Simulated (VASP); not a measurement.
# MgAu (Pm-3m) in VASP: a series of runs, part 2 of 4

VASP 6.6.1. Earlier steps stand in the parts before.

**3. Electric field gradients, LDA (volume scaled by 0.98)**

Contents of INCAR:

```
SYSTEM = MgAu
PREC = Accurate ; ENCUT = 520
EDIFF = 1E-8 ; ISMEAR = -1
SIGMA = 0.05 ; LREAL = .FALSE.
LASPH = .TRUE. ; NELM = 80
ALGO = Normal ; ISIF = 2
LWAVE = .FALSE. ; LCHARG = .FALSE.
GGA = CA ; LEFG = .TRUE.
NBANDS = 14
```

Contents of KPOINTS:

```
Automatic mesh
0
G
  13 13 13
  0 0 0
```

Contents of POSCAR:

```
MgAu
1.0
    3.2371268577      0.0000000000      0.0000000000
    0.0000000000      3.2371268577      0.0000000000
    0.0000000000      0.0000000000      3.2371268577
Mg Au
1 1
Direct
    0.5000000000      0.5000000000      0.5000000000
    0.0000000000      0.0000000000      0.0000000000
```

Potentials or basis: VASP PAW LDA potentials, release 64 (Mg, Au).

Started as:

```console
cat potpaw_LDA.64/Mg/POTCAR potpaw_LDA.64/Au/POTCAR > POTCAR
mpirun -np 1 vasp_std > vasp.out
```

OUTCAR:

```text
SYSTEM = MgAu
   PREC = Accurate
   ENCUT = 520
   EDIFF = 1E-8
   ISMEAR = -1
   LREAL = .FALSE.
   LASPH = .TRUE.
   NELM = 80
   ISIF = 2
   GGA = CA

 ion  position               nearest neighbor table
   1  0.500  0.500  0.500-   2 2.80   2 2.80   2 2.80   2 2.80   2 2.80   2 2.80   2 2.80   2 2.80

   2  0.000  0.000  0.000-   1 2.80   1 2.80   1 2.80   1 2.80   1 2.80   1 2.80   1 2.80   1 2.80

  LATTYP: Found a simple cubic cell.
 ALAT       =     3.2371268577

  Lattice vectors:

 A1 = (   3.2371268577,   0.0000000000,   0.0000000000)
 A2 = (   0.0000000000,   3.2371268577,   0.0000000000)
 A3 = (   0.0000000000,   0.0000000000,   3.2371268577)

Analysis of symmetry for initial positions (statically):
=====================================================================
 Subroutine PRICEL returns:
 Original cell was already a primitive cell.

 Routine SETGRP: Setting up the symmetry group for a
 simple cubic supercell.

 Subroutine GETGRP returns: Found 48 space group operations
 (whereof 48 operations were pure point group operations)
 out of a pool of 48 trial point group operations.

The static configuration has the point symmetry O_h .

Analysis of symmetry for dynamics (positions and initial velocities):
=====================================================================
 Subroutine PRICEL returns:
 Original cell was already a primitive cell.

 Routine SETGRP: Setting up the symmetry group for a
 simple cubic supercell.

 Subroutine GETGRP returns: Found 48 space group operations
 (whereof 48 operations were pure point group operations)
 out of a pool of 48 trial point group operations.

The dynamic configuration has the point symmetry O_h .

 Subroutine INISYM returns: Found 48 space group operations
 (whereof 48 operations are pure point group operations),
 and found     1 'primitive' translations

----------------------------------------------------------------------------------------

                                     Primitive cell

  volume of cell :      33.9218

  direct lattice vectors                    reciprocal lattice vectors
     3.237126858  0.000000000  0.000000000     0.308915913  0.000000000  0.000000000
     0.000000000  3.237126858  0.000000000     0.000000000  0.308915913  0.000000000
     0.000000000  0.000000000  3.237126858     0.000000000  0.000000000  0.308915913

  length of vectors
     3.237126858  3.237126858  3.237126858     0.308915913  0.308915913  0.308915913

  position of ions in fractional coordinates (direct lattice)
     0.500000000  0.500000000  0.500000000
     0.000000000  0.000000000  0.000000000

  ion indices of the primitive-cell ions
   primitive index   ion index
                 1           1
                 2           2

----------------------------------------------------------------------------------------

 KPOINTS: Automatic mesh

Automatic generation of k-mesh.
 Grid dimensions read from file:
 generate k-points for:   13   13   13

 Generating k-lattice:

[... 75 lines left out ...]
   EFERMI =   0.00;   METHOD = LEGACY
   ISMEAR =    -1;   SIGMA  =   0.05  broadening in eV -4-tet -1-fermi 0-gaus
   EFERMI_NEDOS =   21; number of points for ismear=-14 and -15
   IALGO  =     38    algorithm
   IMIX   =      4    mixing-type and parameters
     AMIX     =   0.40;   BMIX     =  1.00
     AMIX_MAG =   1.60;   BMIX_MAG =  1.00
  volume/ion in A,a.u.               =      16.96       114.46
  Fermi-wavevector in a.u.,A,eV,Ry     =   1.189131  2.247131 19.239068  1.414032
  Thomas-Fermi vector in A             =   2.325245
   LORBIT       =      0    0 simple, 1 ext, 2 COOP (PROOUT), +10 PAW based schemes
   GGA     = CA    functional components
   LHFCALC =     F    Hartree Fock is set to
   AEXX    =    0.0000 exact exchange contribution
   IVDW    =     0    specifies the selected vdW correction
   LEPSILON=     F    determine dielectric tensor
   LRPA    =     F    only Hartree local field effects (RPA)
 non-spin polarized calculation
  energy-cutoff  :      520.00
  volume of cell :       33.92
 maximum number of plane-waves:       929
   NGX = 13   NGY = 13   NGZ = 13

 number of electron      13.0000000 magnetization

 Free energy of the ion-electron system (eV)
  ---------------------------------------------------
  ext. energy  EPLUGINS =         0.00000000
  ---------------------------------------------------
  free energy    TOTEN  =        -7.61305637 eV

  energy without entropy =       -7.60762174  energy(sigma->0) =       -7.61033906

 E-fermi :   6.8883     XC(G=0): -11.3648

 val. band max:        6.8519393744   @ k =   0.4615   0.4615   0.0000
 cond. band min:       6.9041073448   @ k =   0.3077   0.0769   0.0000
 fundamental gap:      0.0521679704
 Fermi energy:         6.8883298888

 k-point     1 :       0.0000    0.0000    0.0000
  band No.  band energies     occupation
      1      -2.3968      2.00000
      2       0.9561      2.00000
      3       0.9561      2.00000
      4       2.7921      2.00000
      5       2.7921      2.00000
      6       2.7921      2.00000
      7      12.3202      0.00000
      8      12.3202      0.00000
      9      12.3202      0.00000
     10      15.9575      0.00000
     11      15.9575      0.00000
     12      17.2763      0.00000
     13      24.4849      0.00000
     14      24.4849      0.00000
[... 377 lines left out ...]
      1       0.4540      2.00000
      2       0.9921      2.00000
      3       2.2228      2.00000
      4       2.2853      2.00000
      5       2.3777      2.00000
      6       2.9970      2.00000
      7       6.5223      1.99868
      8       9.0942      0.00000
      9      13.0017      0.00000
     10      16.9871      0.00000
     11      17.8983      0.00000
     12      19.5853      0.00000
     13      20.1972      0.00000
     14      22.4953      0.00000

 [... further k-points ...]
[... 5 lines left out ...]
  --------------------------------------------------------------------------------------
  -------------------------------------------------------------------------------------
  Total       -0.4421834     -0.4421834     -0.4421834      0.0000000      0.0000000     -0.0000000
  in kB      -20.8849683    -20.8849683    -20.8849683      0.0000000      0.0000000     -0.0000000
  external PRESSURE =     -20.8849683 kB  Pullay stress =       0.0000000 kB

 VOLUME and BASIS-vectors are now :
 -----------------------------------------------------------------------------
  energy-cutoff  :      520.00
  volume of cell :       33.92
      direct lattice vectors                 reciprocal lattice vectors
     3.237126858  0.000000000  0.000000000     0.308915913  0.000000000  0.000000000
     0.000000000  3.237126858  0.000000000     0.000000000  0.308915913  0.000000000
     0.000000000  0.000000000  3.237126858     0.000000000  0.000000000  0.308915913

 POSITION                                       TOTAL-FORCE (eV/Angst)
 -----------------------------------------------------------------------------------
      1.61856      1.61856      1.61856         0.000000      0.000000      0.000000
      0.00000      0.00000      0.00000         0.000000      0.000000      0.000000
 -----------------------------------------------------------------------------------
    total drift:                                0.000000      0.000000      0.000000

  FREE ENERGIE OF THE ION-ELECTRON SYSTEM (eV)
  ---------------------------------------------------
  free  energy   TOTEN  =        -7.6130563747 eV

  energy  without entropy=       -7.6076217407  energy(sigma->0) =       -7.61033906

 Electric field gradients (V/A^2)
---------------------------------------------------------------------
 ion       V_xx      V_yy      V_zz      V_xy      V_xz      V_yz
---------------------------------------------------------------------
   1       0.000     0.000    -0.000     0.000     0.000     0.000
   2       0.000     0.000    -0.000    -0.000    -0.000    -0.000
---------------------------------------------------------------------

 Electric field gradients after diagonalization (V/A^2)
 (convention: |V_zz| > |V_xx| > |V_yy|)
----------------------------------------------------------------------
 ion       V_xx      V_yy      V_zz     asymmetry (V_yy - V_xx)/ V_zz
----------------------------------------------------------------------
   1      -0.000     0.000     0.000       0.888
   2       0.000     0.000    -0.000       0.086
----------------------------------------------------------------------

           NMR quadrupolar parameters

 Cq : quadrupolar parameter    Cq=e*Q*V_zz/h
 eta: asymmetry parameters     (V_yy - V_xx)/ V_zz
 Q  : nuclear electric quadrupole moment in mb (millibarn)
----------------------------------------------------------------------
 ion       Cq(MHz)       eta       Q (mb)
----------------------------------------------------------------------
   1       0.000       0.888       1.000
   2      -0.000       0.086       1.000
----------------------------------------------------------------------
```

OSZICAR:

```text
N       E                     dE             d eps       ncg     rms          rms(c)
DAV:   1     0.497816952726E+02    0.49782E+02   -0.56287E+03  2424   0.775E+02
DAV:   2    -0.719136453378E+01   -0.56973E+02   -0.52751E+02  2790   0.166E+02
DAV:   3    -0.824046418825E+01   -0.10491E+01   -0.10471E+01  2970   0.212E+01
DAV:   4    -0.824413754577E+01   -0.36734E-02   -0.36732E-02  2772   0.152E+00
DAV:   5    -0.824417011351E+01   -0.32568E-04   -0.32568E-04  3054   0.144E-01    0.587E+00
DAV:   6    -0.765652055553E+01    0.58765E+00   -0.24719E+00  2676   0.123E+01    0.291E+00
DAV:   7    -0.762851936664E+01    0.28001E-01   -0.25287E-02  2622   0.146E+00    0.162E+00
DAV:   8    -0.761309407476E+01    0.15425E-01   -0.63615E-03  2820   0.496E-01    0.115E-01
DAV:   9    -0.761306151126E+01    0.32564E-04   -0.19370E-04  2886   0.885E-02    0.505E-02
DAV:  10    -0.761305646724E+01    0.50440E-05   -0.78367E-06  2814   0.241E-02    0.557E-03
DAV:  11    -0.761305639512E+01    0.72119E-07   -0.99792E-08  3090   0.231E-03    0.293E-03
DAV:  12    -0.761305637455E+01    0.20569E-07   -0.26728E-08  2832   0.104E-03    0.215E-04
DAV:  13    -0.761305637469E+01   -0.14211E-09   -0.99583E-10  1668   0.260E-04
   1 F= -.76130564E+01 E0= -.76103391E+01  d E =-.543463E-02
```

stdout:

```text
POSCAR found type information on POSCAR MgAu
 POSCAR found :  2 types and       2 ions
 scaLAPACK will be used
 LDA part: xc-table for (Slater(with rela. corr.)+CA(PZ))
 , standard interpolation
 POSCAR, INCAR and KPOINTS ok, starting setup
 FFT: planning ... GRIDC
 FFT: planning ... GRID_SOFT
 FFT: planning ... GRID
 WAVECAR not read
 entering main loop
ion   1

ion   2
```

Run time: 17 s. Hardware: 1 thread of Intel Xeon Platinum 8375C at 2.90GHz (Ice Lake), shared host; peak memory 0.16 GiB.

Results:

- Free energy: -7.6131 eV
- Pressure: -2.1 GPa

Levels at points of the mesh, in eV from the Fermi level:
```tsv
k point	band 3	band 4	band 5	band 6	band 7	band 8	band 9	band 10
(0.00, 0.00, 0.00)	-5.93	-4.10	-4.10	-4.10	5.43	5.43	5.43	9.07
```

Caveat: without QUAD_EFG the Cq values of the log hold for a quadrupole moment of 1 mb, not for the nuclei; spin-orbit coupling is left out, which moves the levels of the heavy elements.

(Part 2 of 4 ends here.)
